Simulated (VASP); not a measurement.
# Y (Im-3m) in VASP: further runs

Runs on Y. Level: PBE. Tasks: single point.

Everything below comes from runs of VASP 6.6.1. Logs are shortened: lines on timing, memory, paths and dates and some standing lists are left out, and cuts for length are marked.

## (1) The cell of the first run

The structure is cubic, space group Im-3m (No. 229). Conventional cell: a = 3.251 Å, b = 3.251 Å, c = 3.251 Å, α = 90.00°, β = 90.00°, γ = 90.00°. Y (site symmetry m-3m) has 14 Y at 2.82 to 3.25 Å within 3.7 Å.

## (2) Single point, PBE (volume scaled by 0.52)

The input, INCAR:

```
SYSTEM = Y
ALGO = Normal ; EDIFF = 1E-6
ENCUT = 520 ; GGA = PE
ISIF = 2 ; ISMEAR = -1
LASPH = .TRUE. ; LCHARG = .FALSE.
LREAL = .FALSE. ; LWAVE = .FALSE.
NBANDS = 12 ; NELM = 100
PREC = Accurate ; SIGMA = 0.08
```

The input, KPOINTS:

```
k-points
0
G
  13 13 13
  0 0 0
```

The input, POSCAR:

```
Y
1.0
   -1.6257430256      1.6257430256      1.6257430256
    1.6257430256     -1.6257430256      1.6257430256
    1.6257430256      1.6257430256     -1.6257430256
Y
1
Direct
    0.0000000000      0.0000000000      0.0000000000
```

Potentials or basis: VASP PAW PBE potentials, release 64 (Y_sv).

Command:

```
$ cat potpaw_PBE.64/Y_sv/POTCAR > POTCAR
$ mpirun -np 1 vasp_std > vasp.out
```

OUTCAR:

```text
SYSTEM = Y
   EDIFF = 1E-6
   ENCUT = 520
   GGA = PE
   ISIF = 2
   ISMEAR = -1
   LASPH = .TRUE.
   LREAL = .FALSE.
   NELM = 100
   PREC = Accurate

 ion  position               nearest neighbor table
   1  0.000  0.000  0.000-

  LATTYP: Found a body centered cubic cell.
 ALAT       =     3.2514860512

  Lattice vectors:

 A1 = (  -1.6257430256,   1.6257430256,   1.6257430256)
 A2 = (   1.6257430256,  -1.6257430256,   1.6257430256)
 A3 = (   1.6257430256,   1.6257430256,  -1.6257430256)

Analysis of symmetry for initial positions (statically):
=====================================================================
 Subroutine PRICEL returns:
 Original cell was already a primitive cell.

 Routine SETGRP: Setting up the symmetry group for a
 body centered cubic supercell.

 Subroutine GETGRP returns: Found 48 space group operations
 (whereof 48 operations were pure point group operations)
 out of a pool of 48 trial point group operations.

The static configuration has the point symmetry O_h .

Analysis of symmetry for dynamics (positions and initial velocities):
=====================================================================
 Subroutine PRICEL returns:
 Original cell was already a primitive cell.

 Routine SETGRP: Setting up the symmetry group for a
 body centered cubic supercell.

 Subroutine GETGRP returns: Found 48 space group operations
 (whereof 48 operations were pure point group operations)
 out of a pool of 48 trial point group operations.

The dynamic configuration has the point symmetry O_h .

 Subroutine INISYM returns: Found 48 space group operations
 (whereof 48 operations are pure point group operations),
 and found     1 'primitive' translations

----------------------------------------------------------------------------------------

                                     Primitive cell

  volume of cell :      17.1876

  direct lattice vectors                    reciprocal lattice vectors
    -1.625743026  1.625743026  1.625743026     0.000000000  0.307551681  0.307551681
     1.625743026 -1.625743026  1.625743026     0.307551681  0.000000000  0.307551681
     1.625743026  1.625743026 -1.625743026     0.307551681  0.307551681  0.000000000

  length of vectors
     2.815869520  2.815869520  2.815869520     0.434943758  0.434943758  0.434943758

  position of ions in fractional coordinates (direct lattice)
     0.000000000  0.000000000  0.000000000

  ion indices of the primitive-cell ions
   primitive index   ion index
                 1           1

----------------------------------------------------------------------------------------

 KPOINTS: k-points

Automatic generation of k-mesh.
 Grid dimensions read from file:
 generate k-points for:   13   13   13

 Generating k-lattice:

  Cartesian coordinates                     Fractional coordinates (reciprocal lattice)
     0.000000000  0.023657822  0.023657822     0.076923077  0.000000000  0.000000000
     0.023657822  0.000000000  0.023657822     0.000000000  0.076923077  0.000000000
     0.023657822  0.023657822  0.000000000     0.000000000  0.000000000  0.076923077

  Length of vectors
     0.033457212  0.033457212  0.033457212

  Shift w.r.t. Gamma in fractional coordinates (k-lattice)
     0.000000000  0.000000000  0.000000000

 Subroutine IBZKPT returns following result:
 ===========================================

 Found     84 irreducible k-points:

 Following reciprocal coordinates:
            Coordinates               Weight
  0.000000  0.000000  0.000000      1.000000
  0.076923  0.000000  0.000000     12.000000
  0.153846  0.000000  0.000000     12.000000
  0.230769  0.000000  0.000000     12.000000
  0.307692  0.000000  0.000000     12.000000
  0.384615  0.000000  0.000000     12.000000
[... 16 lines left out ...]
  0.153846  0.076923  0.076923     24.000000
  0.230769  0.076923  0.076923     24.000000
 [... further k-points ...]
   k-points           NKPTS =     84   k-points in BZ     NKDIM =     84   number of bands    NBANDS=     12
   number of dos      NEDOS =    301   number of ions     NIONS =      1
   total plane-waves  NPLWV =  13824
   dimension x,y,z NGX =    24 NGY =   24 NGZ =   24
   dimension x,y,z NGXF=    48 NGYF=   48 NGZF=   48
   ions per type =               1
   NGX,Y,Z   is equivalent  to a cutoff of  14.17, 14.17, 14.17 a.u.
   NGXF,Y,Z  is equivalent  to a cutoff of  28.34, 28.34, 28.34 a.u.
 SYSTEM =  Y
   PREC   = accura    normal or accurate (medium, high low for compatibility)
   ISTART =      0    job   : 0-new  1-cont  2-samecut
   ICHARG =      2    charge: 1-file 2-atom 10-const
   ISPIN  =      1    spin polarized calculation?
   LNONCOLLINEAR =      F non collinear calculations
   LSORBIT =      F    spin-orbit coupling
   LASPH  =      T    aspherical Exc in radial PAW
   ENCUT  =  520.0 eV  38.22 Ry    6.18 a.u.   5.24  5.24  5.24*2*pi/ulx,y,z
   NELM   =    100;   NELMIN=  2; NELMDL= -5     # of ELM steps
   EDIFF  = 0.1E-05   stopping-criterion for ELM
   LREAL  =      F    real-space projection
   EDIFFG = 0.1E-04   stopping-criterion for IOM
   NSW    =      0    number of steps for IOM
   IBRION =     -1    ionic relax: 0-MD 1-quasi-New 2-CG
   NFREE  =      0    steps in history (QN), initial steepest desc. (CG)
   ISIF   =      2    stress and relaxation
   ISYM   =      2    0-nonsym 1-usesym 2-fastsym
   POTIM  = 0.5000    time-step for ionic-motion
   TEBEG  =    0.0;   TEEND  =   0.0 temperature during run
   PSTRESS=    0.0 pullay stress
   NELECT =      11.0000    total number of electrons
   NUPDOWN=      -1.0000    fix difference up-down
   EMIN   =  10.00;   EMAX   =-10.00  energy-range for DOS
   EFERMI =   0.00;   METHOD = LEGACY
   ISMEAR =    -1;   SIGMA  =   0.08  broadening in eV -4-tet -1-fermi 0-gaus
   EFERMI_NEDOS =   21; number of points for ismear=-14 and -15
   IALGO  =     38    algorithm
   IMIX   =      4    mixing-type and parameters
     AMIX     =   0.40;   BMIX     =  1.00
     AMIX_MAG =   1.60;   BMIX_MAG =  1.00
  volume/ion in A,a.u.               =      17.19       115.99
  Fermi-wavevector in a.u.,A,eV,Ry     =   1.410806  2.666036 27.080660  1.990372
  Thomas-Fermi vector in A             =   2.532722
   LORBIT       =      0    0 simple, 1 ext, 2 COOP (PROOUT), +10 PAW based schemes
   GGA     = PE    functional components
   LHFCALC =     F    Hartree Fock is set to
   AEXX    =    0.0000 exact exchange contribution
   IVDW    =     0    specifies the selected vdW correction
   LEPSILON=     F    determine dielectric tensor
   LRPA    =     F    only Hartree local field effects (RPA)
 non-spin polarized calculation
  energy-cutoff  :      520.00
  volume of cell :       17.19
 maximum number of plane-waves:       478
 NGX is ok and might be reduce to    24
   NGX = 11   NGY = 11   NGZ = 11

 number of electron      11.0000000 magnetization

 Free energy of the ion-electron system (eV)
  ---------------------------------------------------
  ext. energy  EPLUGINS =         0.00000000
  ---------------------------------------------------
  free energy    TOTEN  =        -4.27499986 eV

  energy without entropy =       -4.24368160  energy(sigma->0) =       -4.25934073

 E-fermi :   6.8287     XC(G=0): -12.3003

 val. band max:        6.7790793818   @ k =   0.1538   0.1538   0.1538
 cond. band min:       6.8534969326   @ k =  -0.3846   0.3846   0.0769
 fundamental gap:      0.0744175508
 Fermi energy:         6.8286916168

 k-point     1 :       0.0000    0.0000    0.0000
  band No.  band energies     occupation
      1     -35.2459      2.00000
      2     -13.3042      2.00000
      3     -13.3042      2.00000
      4     -13.3042      2.00000
      5       2.3301      2.00000
      6       9.2427      0.00000
      7       9.2427      0.00000
      8       9.2427      0.00000
      9      12.8030      0.00000
     10      12.8030      0.00000
     11      19.7072      0.00000
     12      19.7072      0.00000

 k-point     2 :       0.0769    0.0000    0.0000
  band No.  band energies     occupation
      1     -35.2026      2.00000
      2     -13.5472      2.00000
      3     -13.3692      2.00000
      4     -13.3090      2.00000
      5       2.6804      2.00000
      6       8.9824      0.00000
      7       9.1390      0.00000
      8       9.5687      0.00000
      9      12.3299      0.00000
     10      12.7544      0.00000
     11      20.0832      0.00000
     12      20.2817      0.00000

 k-point     3 :       0.1538    0.0000    0.0000
  band No.  band energies     occupation
      1     -35.0805      2.00000
      2     -14.1817      2.00000
      3     -13.5448      2.00000
      4     -13.3226      2.00000
      5       3.5487      2.00000
      6       8.3544      0.00000
      7       8.7295      0.00000
      8      10.5206      0.00000
      9      11.8848      0.00000
     10      12.6978      0.00000
     11      20.9852      0.00000
     12      21.8503      0.00000
[... 286 lines left out ...]
 k-point    23 :       0.1538    0.0769    0.0769
  band No.  band energies     occupation
      1     -34.8436      2.00000
      2     -15.2333      2.00000
      3     -13.7523      2.00000
      4     -13.5157      2.00000
      5       4.9708      2.00000
      6       7.3707      0.00228
      7       7.6217      0.00010
      8      12.3807      0.00000
      9      12.9167      0.00000
     10      13.4138      0.00000
     11      21.6271      0.00000
     12      24.0598      0.00000

 k-point    24 :       0.2308    0.0769    0.0769
  band No.  band energies     occupation
      1     -34.6641      2.00000
      2     -15.8574      2.00000
      3     -14.0840      2.00000
      4     -13.5599      2.00000
      5       5.1077      2.00000
      6       6.8567      0.82680
      7       8.3151      0.00000
      8      12.8053      0.00000
      9      13.3965      0.00000
     10      15.4488      0.00000
     11      21.3861      0.00000
     12      24.6783      0.00000

 [... further k-points ...]

------------------------ aborting loop because EDIFF is reached ----------------------------------------

  FORCE on cell =-STRESS in cart. coord.  units (eV):
  Direction    XX          YY          ZZ          XY          YZ          ZX
  --------------------------------------------------------------------------------------
  -------------------------------------------------------------------------------------
  Total        7.0200713      7.0200713      7.0200713     -0.0000000      0.0000000      0.0000000
  in kB      654.3896441    654.3896441    654.3896441     -0.0000000      0.0000000      0.0000000
  external PRESSURE =     654.3896441 kB  Pullay stress =       0.0000000 kB

 VOLUME and BASIS-vectors are now :
 -----------------------------------------------------------------------------
  energy-cutoff  :      520.00
  volume of cell :       17.19
      direct lattice vectors                 reciprocal lattice vectors
    -1.625743026  1.625743026  1.625743026     0.000000000  0.307551681  0.307551681
     1.625743026 -1.625743026  1.625743026     0.307551681  0.000000000  0.307551681
     1.625743026  1.625743026 -1.625743026     0.307551681  0.307551681  0.000000000

 POSITION                                       TOTAL-FORCE (eV/Angst)
 -----------------------------------------------------------------------------------
      0.00000      0.00000      0.00000         0.000000      0.000000      0.000000
 -----------------------------------------------------------------------------------
    total drift:                                0.000000      0.000000      0.000000

  FREE ENERGIE OF THE ION-ELECTRON SYSTEM (eV)
  ---------------------------------------------------
  free  energy   TOTEN  =        -4.2749998609 eV

  energy  without entropy=       -4.2436815992  energy(sigma->0) =       -4.25934073
```

Wall time 26 s (1 thread of AMD EPYC 7R43 (Zen 3), shared host); peak memory 0.13 GiB.

Results:

* Free energy: -4.2750 eV
* Pressure: 65.4 GPa

Levels at points of the mesh, in eV from the Fermi level:
| k point | band 3 | band 4 | band 5 | band 6 | band 7 | band 8 |
| --- | --- | --- | --- | --- | --- | --- |
| (0.00, 0.00, 0.00) | -20.13 | -20.13 | -4.50 | 2.41 | 2.41 | 2.41 |

## (3) Single point, PBE (volume scaled by 0.6)

The input, INCAR:

```
SYSTEM = Y
PREC = Accurate ; ENCUT = 520
EDIFF = 1E-7 ; ISMEAR = -1
SIGMA = 0.08 ; LREAL = .False.
LASPH = .True. ; NELM = 80
ALGO = Normal ; ISIF = 2
LWAVE = .False. ; LCHARG = .False.
GGA = PE ; NBANDS = 12
```

The input, KPOINTS:

```
regular mesh
0
Gamma
  13 13 13
  0 0 0
```

The input, POSCAR:

```
Y
1.0
   -1.7051707273      1.7051707273      1.7051707273
    1.7051707273     -1.7051707273      1.7051707273
    1.7051707273      1.7051707273     -1.7051707273
Y
1
Direct
    0.0000000000      0.0000000000      0.0000000000
```

Potentials or basis: VASP PAW PBE potentials, release 64 (Y_sv).

Command:

```
$ cat potpaw_PBE.64/Y_sv/POTCAR > POTCAR
$ mpirun -np 1 vasp_std > vasp.out
```

It took 28 s on 1 thread of AMD EPYC 7R43 (Zen 3), shared host; peak memory 0.13 GiB.

Results (log left out):

- Free energy: -5.1385 eV
- Pressure: 41.0 GPa

Levels at points of the mesh, in eV from the Fermi level:
| k point | band 3 | band 4 | band 5 | band 6 | band 7 | band 8 | band 9 | band 10 |
| --- | --- | --- | --- | --- | --- | --- | --- | --- |
| (0.00, 0.00, 0.00) | -20.75 | -20.75 | -4.93 | 2.25 | 2.25 | 2.25 | 5.38 | 5.38 |

## (4) Single point, PBE (volume scaled by 0.6)

The input, INCAR:

```
ALGO = Normal ; EDIFF = 1E-6
ENCUT = 520 ; GGA = PE
ISIF = 2 ; ISMEAR = -1
LASPH = True ; LCHARG = False
LREAL = False ; LWAVE = False
NBANDS = 12 ; NELM = 100
PREC = Accurate ; SIGMA = 0.08
```

The input, KPOINTS:

```
k-points
0
Gamma
  13 13 13
```

POSCAR is that of step 3.

Command:

```
$ cat potpaw_PBE.64/Y_sv/POTCAR > POTCAR
$ mpirun -np 1 vasp_std > vasp.out
```

It took 27 s on 1 thread of AMD EPYC 7R43 (Zen 3), shared host; peak memory 0.13 GiB.

It converged, with:

- Free energy: -5.1385 eV
- Pressure: 41.0 GPa

Levels at points of the mesh, in eV from the Fermi level:
```tsv
k point	band 4	band 5	band 6	band 7	band 8	band 9
(0.00, 0.00, 0.00)	-20.75	-4.93	2.25	2.25	2.25	5.38
```
